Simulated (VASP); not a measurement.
# B (Im-3m) in VASP: a series of runs

Runs on B. Level: PBE. Tasks: single point, relaxation of cell and atoms.

Everything below comes from runs of VASP 6.6.1. Logs are shortened: lines on timing, memory, paths and dates and some standing lists are left out, and cuts for length are marked.

### 1 The cell of the first run

It takes space group Im-3m (No. 229, cubic). The conventional cell has a = 3.567 Å, b = 3.567 Å, c = 3.567 Å, α = 90.00°, β = 90.00°, γ = 90.00°. Within 2.4 Å of B (site symmetry 4/mmm) lie 4 B at 1.78 Å.

### 2 Single point, PBE

The input, INCAR:

```
  ALGO = Normal
  EDIFF = 1E-6
  ENCUT = 520
  GGA = PE
  ISIF = 2
  ISMEAR = 0
  LASPH = T
  LCHARG = F
  LREAL = F
  LWAVE = F
  NBANDS = 12
  NELM = 60
  PREC = Accurate
  SIGMA = 0.1
```

The input, KPOINTS:

```
k-points
0
Gamma
  18 18 18
```

The input, POSCAR:

```
B
1.0
   -1.7832783485      1.7832783485      1.7832783485
    1.7832783485     -1.7832783485      1.7832783485
    1.7832783485      1.7832783485     -1.7832783485
B
3
Direct
    0.0000000000      0.5000000000      0.5000000000
    0.5000000000      0.0000000000      0.5000000000
    0.5000000000      0.5000000000      0.0000000000
```

Potentials or basis: VASP PAW PBE potentials, release 64 (B).

Launch:

```console
cat potpaw_PBE.64/B/POTCAR > POTCAR
mpirun -np 1 vasp_std > vasp.out
```

OUTCAR:

```text
EDIFF = 1E-6
   ENCUT = 520
   GGA = PE
   ISIF = 2
   ISMEAR = 0
   LASPH = T
   LREAL = F
   NELM = 60
   PREC = Accurate

 ion  position               nearest neighbor table
   1  0.000  0.500  0.500-   2 1.78   3 1.78   3 1.78   2 1.78
   2  0.500  0.000  0.500-   1 1.78   3 1.78   3 1.78   1 1.78
   3  0.500  0.500  0.000-   1 1.78   2 1.78   2 1.78   1 1.78

  LATTYP: Found a body centered cubic cell.
 ALAT       =     3.5665566970

  Lattice vectors:

 A1 = (  -1.7832783485,   1.7832783485,   1.7832783485)
 A2 = (   1.7832783485,  -1.7832783485,   1.7832783485)
 A3 = (   1.7832783485,   1.7832783485,  -1.7832783485)

Analysis of symmetry for initial positions (statically):
=====================================================================
 Subroutine PRICEL returns:
 Original cell was already a primitive cell.

 Routine SETGRP: Setting up the symmetry group for a
 body centered cubic supercell.

 Subroutine GETGRP returns: Found 48 space group operations
 (whereof 48 operations were pure point group operations)
 out of a pool of 48 trial point group operations.

The static configuration has the point symmetry O_h .

Analysis of symmetry for dynamics (positions and initial velocities):
=====================================================================
 Subroutine PRICEL returns:
 Original cell was already a primitive cell.

 Routine SETGRP: Setting up the symmetry group for a
 body centered cubic supercell.

 Subroutine GETGRP returns: Found 48 space group operations
 (whereof 48 operations were pure point group operations)
 out of a pool of 48 trial point group operations.

The dynamic configuration has the point symmetry O_h .

 Subroutine INISYM returns: Found 48 space group operations
 (whereof 48 operations are pure point group operations),
 and found     1 'primitive' translations

----------------------------------------------------------------------------------------

                                     Primitive cell

  volume of cell :      22.6839

  direct lattice vectors                    reciprocal lattice vectors
    -1.783278349  1.783278349  1.783278349     0.000000000  0.280382477  0.280382477
     1.783278349 -1.783278349  1.783278349     0.280382477  0.000000000  0.280382477
     1.783278349  1.783278349 -1.783278349     0.280382477  0.280382477  0.000000000

  length of vectors
     3.088728704  3.088728704  3.088728704     0.396520701  0.396520701  0.396520701

  position of ions in fractional coordinates (direct lattice)
     0.000000000  0.500000000  0.500000000
     0.500000000  0.000000000  0.500000000
     0.500000000  0.500000000  0.000000000

  ion indices of the primitive-cell ions
   primitive index   ion index
                 1           1
                 2           2
                 3           3

----------------------------------------------------------------------------------------

 KPOINTS: k-points

Automatic generation of k-mesh.
 Grid dimensions read from file:
 generate k-points for:   18   18   18

 Generating k-lattice:

  Cartesian coordinates                     Fractional coordinates (reciprocal lattice)
     0.000000000  0.015576804  0.015576804     0.055555556  0.000000000  0.000000000
     0.015576804  0.000000000  0.015576804     0.000000000  0.055555556  0.000000000
     0.015576804  0.015576804  0.000000000     0.000000000  0.000000000  0.055555556

  Length of vectors
     0.022028928  0.022028928  0.022028928

  Shift w.r.t. Gamma in fractional coordinates (k-lattice)
     0.000000000  0.000000000  0.000000000

 Subroutine IBZKPT returns following result:
 ===========================================

 Found    195 irreducible k-points:

 Following reciprocal coordinates:
            Coordinates               Weight
  0.000000  0.000000  0.000000      1.000000
  0.055556  0.000000  0.000000     12.000000
  0.111111  0.000000  0.000000     12.000000
  0.166667  0.000000  0.000000     12.000000
  0.222222  0.000000  0.000000     12.000000
  0.277778  0.000000  0.000000     12.000000
[... 16 lines left out ...]
  0.333333  0.111111  0.000000     48.000000
  0.388889  0.111111  0.000000     48.000000
 [... further k-points ...]
   k-points           NKPTS =    195   k-points in BZ     NKDIM =    195   number of bands    NBANDS=     12
   number of dos      NEDOS =    301   number of ions     NIONS =      3
   total plane-waves  NPLWV =  13824
   dimension x,y,z NGX =    24 NGY =   24 NGZ =   24
   dimension x,y,z NGXF=    48 NGYF=   48 NGZF=   48
   ions per type =               3
   NGX,Y,Z   is equivalent  to a cutoff of  12.92, 12.92, 12.92 a.u.
   NGXF,Y,Z  is equivalent  to a cutoff of  25.84, 25.84, 25.84 a.u.
 SYSTEM =  unknown system
   PREC   = accura    normal or accurate (medium, high low for compatibility)
   ISTART =      0    job   : 0-new  1-cont  2-samecut
   ICHARG =      2    charge: 1-file 2-atom 10-const
   ISPIN  =      1    spin polarized calculation?
   LNONCOLLINEAR =      F non collinear calculations
   LSORBIT =      F    spin-orbit coupling
   LASPH  =      T    aspherical Exc in radial PAW
   ENCUT  =  520.0 eV  38.22 Ry    6.18 a.u.   5.74  5.74  5.74*2*pi/ulx,y,z
   NELM   =     60;   NELMIN=  2; NELMDL= -5     # of ELM steps
   EDIFF  = 0.1E-05   stopping-criterion for ELM
   LREAL  =      F    real-space projection
   EDIFFG = 0.1E-04   stopping-criterion for IOM
   NSW    =      0    number of steps for IOM
   IBRION =     -1    ionic relax: 0-MD 1-quasi-New 2-CG
   NFREE  =      0    steps in history (QN), initial steepest desc. (CG)
   ISIF   =      2    stress and relaxation
   ISYM   =      2    0-nonsym 1-usesym 2-fastsym
   POTIM  = 0.5000    time-step for ionic-motion
   TEBEG  =    0.0;   TEEND  =   0.0 temperature during run
   PSTRESS=    0.0 pullay stress
   NELECT =       9.0000    total number of electrons
   NUPDOWN=      -1.0000    fix difference up-down
   EMIN   =  10.00;   EMAX   =-10.00  energy-range for DOS
   EFERMI =   0.00;   METHOD = LEGACY
   ISMEAR =     0;   SIGMA  =   0.10  broadening in eV -4-tet -1-fermi 0-gaus
   EFERMI_NEDOS =   21; number of points for ismear=-14 and -15
   IALGO  =     38    algorithm
   IMIX   =      4    mixing-type and parameters
     AMIX     =   0.40;   BMIX     =  1.00
     AMIX_MAG =   1.60;   BMIX_MAG =  1.00
  volume/ion in A,a.u.               =       7.56        51.03
  Fermi-wavevector in a.u.,A,eV,Ry     =   1.202956  2.273258 19.689045  1.447104
  Thomas-Fermi vector in A             =   2.338723
   LORBIT       =      0    0 simple, 1 ext, 2 COOP (PROOUT), +10 PAW based schemes
   GGA     = PE    functional components
   LHFCALC =     F    Hartree Fock is set to
   AEXX    =    0.0000 exact exchange contribution
   IVDW    =     0    specifies the selected vdW correction
   LEPSILON=     F    determine dielectric tensor
   LRPA    =     F    only Hartree local field effects (RPA)
 non-spin polarized calculation
 Gauss-broadening in eV      SIGMA  =   0.10
  energy-cutoff  :      520.00
  volume of cell :       22.68
 maximum number of plane-waves:       626
   NGX = 11   NGY = 11   NGZ = 11

 number of electron       9.0000000 magnetization

 Free energy of the ion-electron system (eV)
  ---------------------------------------------------
  ext. energy  EPLUGINS =         0.00000000
  ---------------------------------------------------
  free energy    TOTEN  =       -16.84783123 eV

  energy without entropy =      -16.84313482  energy(sigma->0) =      -16.84548302

 E-fermi :   6.4883     XC(G=0): -11.6981

 val. band max:        6.4791339609   @ k =   0.1667   0.0556   0.0556
 cond. band min:       6.5209700356   @ k =  -0.2222   0.2778   0.1667
 fundamental gap:      0.0418360747
 Fermi energy:         6.4882669012

 k-point     1 :       0.0000    0.0000    0.0000
  band No.  band energies     occupation
      1      -8.9264      2.00000
      2       4.1475      2.00000
      3       4.1476      2.00000
      4       4.1476      2.00000
      5      10.1074      0.00000
      6      10.1074      0.00000
      7      10.1074      0.00000
      8      13.2996      0.00000
      9      13.2996      0.00000
     10      16.6625      0.00000
     11      16.6625      0.00000
     12      16.6625      0.00000

 k-point     2 :       0.0556    0.0000    0.0000
  band No.  band energies     occupation
      1      -8.8685      2.00000
      2       3.9561      2.00000
      3       4.0759      2.00000
      4       4.1733      2.00000
      5       9.7664      0.00000
      6       9.9482      0.00000
      7      10.0715      0.00000
      8      13.4119      0.00000
      9      13.4370      0.00000
     10      16.8712      0.00000
     11      16.9445      0.00000
     12      17.0624      0.00000

 k-point     3 :       0.1111    0.0000    0.0000
  band No.  band energies     occupation
      1      -8.6951      2.00000
      2       3.3991      2.00000
      3       3.8779      2.00000
      4       4.2474      2.00000
      5       9.0430      0.00000
      6       9.5435      0.00000
      7       9.9877      0.00000
      8      13.7232      0.00000
      9      13.7239      0.00000
     10      17.4797      0.00000
     11      17.7153      0.00000
     12      17.9757      0.00000
[... 286 lines left out ...]
 k-point    23 :       0.3333    0.1111    0.0000
  band No.  band energies     occupation
      1      -5.9646      2.00000
      2      -1.9548      2.00000
      3       1.4979      2.00000
      4       5.1951      2.00000
      5       5.6427      2.00000
      6       9.1451      0.00000
      7       9.9516      0.00000
      8      15.4807      0.00000
      9      16.2105      0.00000
     10      16.9247      0.00000
     11      20.5871      0.00000
     12      23.8684      0.00000

 k-point    24 :       0.3889    0.1111    0.0000
  band No.  band energies     occupation
      1      -5.1528      2.00000
      2      -3.0327      2.00000
      3       1.3592      2.00000
      4       5.0535      2.00000
      5       5.7038      2.00000
      6       9.1189      0.00000
      7       9.9771      0.00000
      8      15.7742      0.00000
      9      16.3340      0.00000
     10      16.6084      0.00000
     11      20.2079      0.00000
     12      25.1067      0.00000

 [... further k-points ...]
[... 5 lines left out ...]
  --------------------------------------------------------------------------------------
  -------------------------------------------------------------------------------------
  Total        0.0026373      0.0026373      0.0026373      0.0000000      0.0000000      0.0000000
  in kB        0.1862741      0.1862741      0.1862741      0.0000000      0.0000000      0.0000000
  external PRESSURE =       0.1862741 kB  Pullay stress =       0.0000000 kB

 VOLUME and BASIS-vectors are now :
 -----------------------------------------------------------------------------
  energy-cutoff  :      520.00
  volume of cell :       22.68
      direct lattice vectors                 reciprocal lattice vectors
    -1.783278349  1.783278349  1.783278349     0.000000000  0.280382477  0.280382477
     1.783278349 -1.783278349  1.783278349     0.280382477  0.000000000  0.280382477
     1.783278349  1.783278349 -1.783278349     0.280382477  0.280382477  0.000000000

 POSITION                                       TOTAL-FORCE (eV/Angst)
 -----------------------------------------------------------------------------------
      1.78328      0.00000      0.00000        -0.000000      0.000000     -0.000000
      0.00000      1.78328      0.00000         0.000000     -0.000000      0.000000
      0.00000      0.00000      1.78328        -0.000000      0.000000     -0.000000
 -----------------------------------------------------------------------------------
    total drift:                               -0.000000     -0.000000      0.000000

  FREE ENERGIE OF THE ION-ELECTRON SYSTEM (eV)
  ---------------------------------------------------
  free  energy   TOTEN  =       -16.8478312251 eV

  energy  without entropy=      -16.8431348176  energy(sigma->0) =      -16.84548302
```

Wall time 12 s (1 thread of Intel Xeon 6975P-C (Granite Rapids), shared host); peak memory 0.16 GiB.

Results:

```yaml
Free_energy: -16.8478 eV
Pressure: 0.0 GPa
```

### 3 Relaxation of cell and atoms, PBE

The input, INCAR:

```
SYSTEM = B
PREC     = Accurate       ! precision mode
ENCUT    = 600            ! plane-wave cutoff, eV
EDIFF    = 1E-7           ! SCF threshold, eV
ISMEAR   = 0              ! smearing method
SIGMA    = 0.1            ! smearing width, eV
LREAL    = .False.        ! projectors in reciprocal space
LASPH    = .True.         ! aspherical terms in the spheres
NELM     = 60             ! most SCF steps
ALGO     = Normal         ! electronic algorithm
ISIF     = 3              ! what is computed and relaxed
LWAVE    = .False.        ! write WAVECAR
LCHARG   = .False.        ! write CHGCAR
GGA      = PE             ! functional
IBRION   = 2              ! ionic algorithm
NSW      = 100            ! ionic steps
EDIFFG   = -0.01          ! ionic threshold
```

The input, KPOINTS:

```
Automatic mesh
0
Gamma
  18 18 18
  0 0 0
```

POSCAR is that of step 2.

Potentials or basis: VASP PAW PBE potentials, release 64 (B).

Launch:

```console
cat potpaw_PBE.64/B/POTCAR > POTCAR
mpirun -np 1 vasp_std > vasp.out
```

It took 19 s on 1 thread of Intel Xeon 6975P-C (Granite Rapids), shared host; peak memory 0.17 GiB.

The run converged. Its results:

* Free energy: -16.8503 eV
* Pressure after relaxing: 0.0 GPa

Final structure:
```
B
1.0
    -1.78328    1.78328    1.78328
     1.78328   -1.78328    1.78328
     1.78328    1.78328   -1.78328
B
3
Direct
  0.00000 0.50000 0.50000
  0.50000 0.00000 0.50000
  0.50000 0.50000 0.00000
```

Levels at points of the mesh, in eV from the Fermi level:
```
           k point  band 1  band 2  band 3  band 4  band 5  band 6  band 7  band 8
(0.00, 0.00, 0.00)  -15.41   -2.34   -2.34   -2.34    3.62    3.62    3.62    6.81
(0.50, 0.00, 0.00)  -11.16  -10.41   -4.16   -1.55   -0.12    0.64    3.89    9.52
(0.50, 0.50, 0.50)   -7.39   -7.39   -7.39   -5.86   -5.86    0.24    7.46    7.46
```

Caveat: the relaxation stopped at its first step, so nothing moved.
